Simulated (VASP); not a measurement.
# Ge (Fm-3m) in VASP: notebook

The runs below take Ge through single point, with r2SCAN.

Program: VASP 6.6.1. These are calculated values, not measurements. Logs are shortened: lines on timing, memory, paths and dates and some standing lists are left out, and cuts for length are marked.

### 1 The cell of the first run

It takes space group Fm-3m (No. 225, cubic). Conventional cell: a = 4.197 Å, b = 4.197 Å, c = 4.197 Å, α = 90.00°, β = 90.00°, γ = 90.00°. Ge (site symmetry m-3m) has 12 Ge at 2.97 Å within 3.9 Å.

### 2 Single point, r2SCAN

POSCAR reads:

```
Ge
1.0
    0.0000000000      2.0983605250      2.0983605250
    2.0983605250      0.0000000000      2.0983605250
    2.0983605250      2.0983605250      0.0000000000
Ge
1
Direct
    0.0000000000      0.0000000000      0.0000000000
```

INCAR.step1 reads:

```
ALGO = Normal
EDIFF = 1E-4
ENCUT = 520
GGA = PE
ISMEAR = 0
LASPH = True
LCHARG = False
LREAL = False
LWAVE = True
NBANDS = 13
NELM = 80
PREC = Accurate
SIGMA = 0.15
```

INCAR.step2 reads:

```
ALGO = Normal
EDIFF = 1E-7
ENCUT = 520
ISIF = 2
ISMEAR = 0
ISTART = 1
LASPH = True
LCHARG = True
LELF = True
LMIXTAU = True
LREAL = False
LVHAR = True
LWAVE = False
METAGGA = R2SCAN
NBANDS = 13
NELM = 80
PREC = Accurate
SIGMA = 0.15
```

KPOINTS reads:

```
k-points
0
Gamma
  20 20 20
```

Potentials or basis: VASP PAW PBE potentials, release 64 (Ge_d).

Launch:

```console
> cat potpaw_PBE.64/Ge_d/POTCAR > POTCAR
> cp INCAR.step1 INCAR
> mpirun -np 1 vasp_std > vasp.out
> cp INCAR.step2 INCAR
> mpirun -np 1 vasp_std > vasp.out
```

OUTCAR:

```text
EDIFF = 1E-7
   ENCUT = 520
   ISIF = 2
   ISMEAR = 0
   ISTART = 1
   LASPH = True
   LREAL = False
   METAGGA = R2SCAN
   NELM = 80
   PREC = Accurate

 ion  position               nearest neighbor table
   1  0.000  0.000  0.000-

  LATTYP: Found a face centered cubic cell.
 ALAT       =     4.1967210500

  Lattice vectors:

 A1 = (   0.0000000000,   2.0983605250,   2.0983605250)
 A2 = (   2.0983605250,   0.0000000000,   2.0983605250)
 A3 = (   2.0983605250,   2.0983605250,   0.0000000000)

Analysis of symmetry for initial positions (statically):
=====================================================================
 Subroutine PRICEL returns:
 Original cell was already a primitive cell.

 Routine SETGRP: Setting up the symmetry group for a
 face centered cubic supercell.

 Subroutine GETGRP returns: Found 48 space group operations
 (whereof 48 operations were pure point group operations)
 out of a pool of 48 trial point group operations.

The static configuration has the point symmetry O_h .

Analysis of symmetry for dynamics (positions and initial velocities):
=====================================================================
 Subroutine PRICEL returns:
 Original cell was already a primitive cell.

 Routine SETGRP: Setting up the symmetry group for a
 face centered cubic supercell.

 Subroutine GETGRP returns: Found 48 space group operations
 (whereof 48 operations were pure point group operations)
 out of a pool of 48 trial point group operations.

The dynamic configuration has the point symmetry O_h .

 Subroutine INISYM returns: Found 48 space group operations
 (whereof 48 operations are pure point group operations),
 and found     1 'primitive' translations

----------------------------------------------------------------------------------------

                                     Primitive cell

  volume of cell :      18.4787

  direct lattice vectors                    reciprocal lattice vectors
     0.000000000  2.098360525  2.098360525    -0.238281265  0.238281265  0.238281265
     2.098360525  0.000000000  2.098360525     0.238281265 -0.238281265  0.238281265
     2.098360525  2.098360525  0.000000000     0.238281265  0.238281265 -0.238281265

  length of vectors
     2.967529913  2.967529913  2.967529913     0.412715257  0.412715257  0.412715257

  position of ions in fractional coordinates (direct lattice)
     0.000000000  0.000000000  0.000000000

  ion indices of the primitive-cell ions
   primitive index   ion index
                 1           1

----------------------------------------------------------------------------------------

 KPOINTS: k-points

Automatic generation of k-mesh.
 Grid dimensions read from file:
 generate k-points for:   20   20   20

 Generating k-lattice:

  Cartesian coordinates                     Fractional coordinates (reciprocal lattice)
    -0.011914063  0.011914063  0.011914063     0.050000000  0.000000000  0.000000000
     0.011914063 -0.011914063  0.011914063     0.000000000  0.050000000  0.000000000
     0.011914063  0.011914063 -0.011914063     0.000000000  0.000000000  0.050000000

  Length of vectors
     0.020635763  0.020635763  0.020635763

  Shift w.r.t. Gamma in fractional coordinates (k-lattice)
     0.000000000  0.000000000  0.000000000

 Subroutine IBZKPT returns following result:
 ===========================================

 Found    256 irreducible k-points:

 Following reciprocal coordinates:
            Coordinates               Weight
  0.000000  0.000000  0.000000      1.000000
  0.050000  0.000000  0.000000      8.000000
  0.100000  0.000000  0.000000      8.000000
  0.150000  0.000000  0.000000      8.000000
  0.200000  0.000000  0.000000      8.000000
  0.250000  0.000000  0.000000      8.000000
[... 16 lines left out ...]
 -0.400000  0.050000  0.000000     24.000000
 -0.350000  0.050000  0.000000     24.000000
 [... further k-points ...]
   k-points           NKPTS =    256   k-points in BZ     NKDIM =    256   number of bands    NBANDS=     13
   number of dos      NEDOS =    301   number of ions     NIONS =      1
   total plane-waves  NPLWV =  13824
   dimension x,y,z NGX =    24 NGY =   24 NGZ =   24
   dimension x,y,z NGXF=    48 NGYF=   48 NGZF=   48
   ions per type =               1
   NGX,Y,Z   is equivalent  to a cutoff of  13.45, 13.45, 13.45 a.u.
   NGXF,Y,Z  is equivalent  to a cutoff of  26.89, 26.89, 26.89 a.u.
 SYSTEM =  unknown system
   PREC   = accura    normal or accurate (medium, high low for compatibility)
   ISTART =      1    job   : 0-new  1-cont  2-samecut
   ICHARG =      0    charge: 1-file 2-atom 10-const
   ISPIN  =      1    spin polarized calculation?
   LNONCOLLINEAR =      F non collinear calculations
   LSORBIT =      F    spin-orbit coupling
   LASPH  =      T    aspherical Exc in radial PAW
   ENCUT  =  520.0 eV  38.22 Ry    6.18 a.u.   5.52  5.52  5.52*2*pi/ulx,y,z
   NELM   =     80;   NELMIN=  2; NELMDL=  0     # of ELM steps
   EDIFF  = 0.1E-06   stopping-criterion for ELM
   LREAL  =      F    real-space projection
   EDIFFG = 0.1E-05   stopping-criterion for IOM
   NSW    =      0    number of steps for IOM
   IBRION =     -1    ionic relax: 0-MD 1-quasi-New 2-CG
   NFREE  =      0    steps in history (QN), initial steepest desc. (CG)
   ISIF   =      2    stress and relaxation
   ISYM   =      2    0-nonsym 1-usesym 2-fastsym
   POTIM  = 0.5000    time-step for ionic-motion
   TEBEG  =    0.0;   TEEND  =   0.0 temperature during run
   PSTRESS=    0.0 pullay stress
   NELECT =      14.0000    total number of electrons
   NUPDOWN=      -1.0000    fix difference up-down
   EMIN   =  10.00;   EMAX   =-10.00  energy-range for DOS
   EFERMI =   0.00;   METHOD = LEGACY
   ISMEAR =     0;   SIGMA  =   0.15  broadening in eV -4-tet -1-fermi 0-gaus
   EFERMI_NEDOS =   21; number of points for ismear=-14 and -15
   IALGO  =     38    algorithm
   IMIX   =      4    mixing-type and parameters
     AMIX     =   0.40;   BMIX     =  1.00
     AMIX_MAG =   1.60;   BMIX_MAG =  1.00
  volume/ion in A,a.u.               =      18.48       124.70
  Fermi-wavevector in a.u.,A,eV,Ry     =   1.492430  2.820284 30.304914  2.227348
  Thomas-Fermi vector in A             =   2.604959
   LORBIT       =      0    0 simple, 1 ext, 2 COOP (PROOUT), +10 PAW based schemes
   METAGGA = R2SCAN    functional components
   LHFCALC =     F    Hartree Fock is set to
   AEXX    =    0.0000 exact exchange contribution
   IVDW    =     0    specifies the selected vdW correction
   LEPSILON=     F    determine dielectric tensor
   LRPA    =     F    only Hartree local field effects (RPA)
 non-spin polarized calculation
 Gauss-broadening in eV      SIGMA  =   0.15
  energy-cutoff  :      520.00
  volume of cell :       18.48
 maximum number of plane-waves:       531
 NGX is ok and might be reduce to    24
   NGX = 11   NGY = 11   NGZ = 11

 number of electron      13.9999991 magnetization

 Free energy of the ion-electron system (eV)
  ---------------------------------------------------
  ext. energy  EPLUGINS =         0.00000000
  ---------------------------------------------------
  free energy    TOTEN  =       -13.29291988 eV

  energy without entropy =      -13.28715331  energy(sigma->0) =      -13.29003660

 E-fermi :   7.0015     XC(G=0): -12.5863

 val. band max:        6.9956373070   @ k =   0.4000   0.2000   0.1000
 cond. band min:       7.0279524520   @ k =  -0.4500   0.3500   0.1500
 fundamental gap:      0.0323151450
 Fermi energy:         7.0015066458

 k-point     1 :       0.0000    0.0000    0.0000
  band No.  band energies     occupation
      1     -18.5709      2.00000
      2     -18.5709      2.00000
      3     -18.5709      2.00000
      4     -18.5139      2.00000
      5     -18.5139      2.00000
      6      -7.1448      2.00000
      7      16.6500      0.00000
      8      16.6502      0.00000
      9      16.6502      0.00000
     10      21.8188      0.00000
     11      21.8188      0.00000
     12      21.8189      0.00000
     13      22.9708      0.00000

 k-point     2 :       0.0500    0.0000    0.0000
  band No.  band energies     occupation
      1     -18.5709      2.00000
      2     -18.5693      2.00000
      3     -18.5693      2.00000
      4     -18.5141      2.00000
      5     -18.5141      2.00000
      6      -7.0777      2.00000
      7      15.9231      0.00000
      8      16.5345      0.00000
      9      16.5347      0.00000
     10      21.2624      0.00000
     11      22.0174      0.00000
     12      22.0174      0.00000
     13      24.1611      0.00000

 k-point     3 :       0.1000    0.0000    0.0000
  band No.  band energies     occupation
      1     -18.5709      2.00000
      2     -18.5652      2.00000
      3     -18.5652      2.00000
      4     -18.5140      2.00000
      5     -18.5140      2.00000
      6      -6.8761      2.00000
      7      14.2535      0.00000
      8      16.2404      0.00000
      9      16.2406      0.00000
     10      20.7806      0.00000
     11      22.5277      0.00000
     12      22.5278      0.00000
     13      25.8039      0.00000
[... 305 lines left out ...]
 k-point    23 :      -0.4000    0.0500    0.0000
  band No.  band energies     occupation
      1     -18.5750      2.00000
      2     -18.5644      2.00000
      3     -18.5624      2.00000
      4     -18.4691      2.00000
      5     -18.4645      2.00000
      6      -2.5285      2.00000
      7       2.5707      2.00000
      8      13.5750      0.00000
      9      14.5527      0.00000
     10      20.1254      0.00000
     11      20.4631      0.00000
     12      20.6858      0.00000
     13      23.5520      0.00000

 k-point    24 :      -0.3500    0.0500    0.0000
  band No.  band energies     occupation
      1     -18.5742      2.00000
      2     -18.5616      2.00000
      3     -18.5601      2.00000
      4     -18.4790      2.00000
      5     -18.4709      2.00000
      6      -3.5088      2.00000
      7       4.1180      2.00000
      8      13.5843      0.00000
      9      14.8578      0.00000
     10      20.3558      0.00000
     11      20.6984      0.00000
     12      20.9062      0.00000
     13      24.0719      0.00000

 [... further k-points ...]
[... 5 lines left out ...]
  --------------------------------------------------------------------------------------
  -------------------------------------------------------------------------------------
  Total        0.2004418      0.2004418      0.2004418      0.0000000      0.0000000     -0.0000000
  in kB       17.3791480     17.3791480     17.3791480      0.0000000      0.0000000     -0.0000000
  external PRESSURE =      17.3791480 kB  Pullay stress =       0.0000000 kB

 VOLUME and BASIS-vectors are now :
 -----------------------------------------------------------------------------
  energy-cutoff  :      520.00
  volume of cell :       18.48
      direct lattice vectors                 reciprocal lattice vectors
     0.000000000  2.098360525  2.098360525    -0.238281265  0.238281265  0.238281265
     2.098360525  0.000000000  2.098360525     0.238281265 -0.238281265  0.238281265
     2.098360525  2.098360525  0.000000000     0.238281265  0.238281265 -0.238281265

 POSITION                                       TOTAL-FORCE (eV/Angst)
 -----------------------------------------------------------------------------------
      0.00000      0.00000      0.00000        -0.000000     -0.000000     -0.000000
 -----------------------------------------------------------------------------------
    total drift:                               -0.000000     -0.000000     -0.000000

  FREE ENERGIE OF THE ION-ELECTRON SYSTEM (eV)
  ---------------------------------------------------
  free  energy   TOTEN  =       -13.2929198817 eV

  energy  without entropy=      -13.2871533111  energy(sigma->0) =      -13.29003660
```

It used 420 s of CPU time on 1 thread of AMD EPYC 7R13 Processor (Zen 3), on a shared host.

Results:

| Item | Value |
| --- | --- |
| Free energy | -13.2929 eV |
| Pressure | 1.7 GPa |
| Band gap on the k mesh | zero (band 7 reaches 16.65 eV, above the bottom of band 8 at 4.41 eV) |

Caveat: the PAW data sets were made with another functional, which shifts forces and pressure a little.

### 3 Single point, r2SCAN

POSCAR is that of step 2.

INCAR.step1 reads:

```
SYSTEM = Ge
ALGO = Normal
EDIFF = 1E-4
ENCUT = 520
GGA = PE
ISMEAR = 0
LASPH = .TRUE.
LCHARG = .FALSE.
LREAL = .FALSE.
LWAVE = .TRUE.
NBANDS = 13
NELM = 100
PREC = Accurate
SIGMA = 0.15
```

INCAR.step2 reads:

```
SYSTEM = Ge
ALGO = Normal
EDIFF = 1E-6
ENCUT = 520
ISIF = 2
ISMEAR = 0
ISTART = 1
LASPH = .TRUE.
LCHARG = .FALSE.
LMIXTAU = .TRUE.
LREAL = .FALSE.
LWAVE = .FALSE.
METAGGA = R2SCAN
NBANDS = 13
NELM = 100
PREC = Accurate
SIGMA = 0.15
```

KPOINTS reads:

```
k-points
0
G
  22 22 22
  0 0 0
```

Potentials or basis: VASP PAW PBE potentials, release 64 (Ge_d).

Launch:

```console
> cat potpaw_PBE.64/Ge_d/POTCAR > POTCAR
> cp INCAR.step1 INCAR
> mpirun -np 1 vasp_std > vasp.out
> cp INCAR.step2 INCAR
> mpirun -np 1 vasp_std > vasp.out
```

It used 340 s of CPU time on 1 thread of AMD EPYC 7R13 Processor (Zen 3), on a shared host.

Results (log left out):

- Free energy: -13.2937 eV
- Pressure: 2.0 GPa
- Band gap on the k mesh: zero (band 7 reaches 16.65 eV, above the bottom of band 8 at 4.43 eV)

Levels at points of the mesh, in eV from the Fermi level:
| k point | band 4 | band 5 | band 6 | band 7 | band 8 | band 9 | band 10 | band 11 |
| --- | --- | --- | --- | --- | --- | --- | --- | --- |
| (0.00, 0.00, 0.00) | -25.53 | -25.53 | -14.17 | 9.63 | 9.63 | 9.63 | 14.80 | 14.80 |
| (0.50, 0.00, 0.00) | -25.48 | -25.48 | -8.39 | -6.10 | 7.34 | 7.34 | 13.08 | 13.40 |
| (0.50, 0.50, 0.00) | -25.46 | -25.46 | -5.77 | -4.82 | 2.70 | 2.70 | 6.92 | 7.08 |

Caveat: the PAW data sets were made with another functional, which shifts forces and pressure a little.
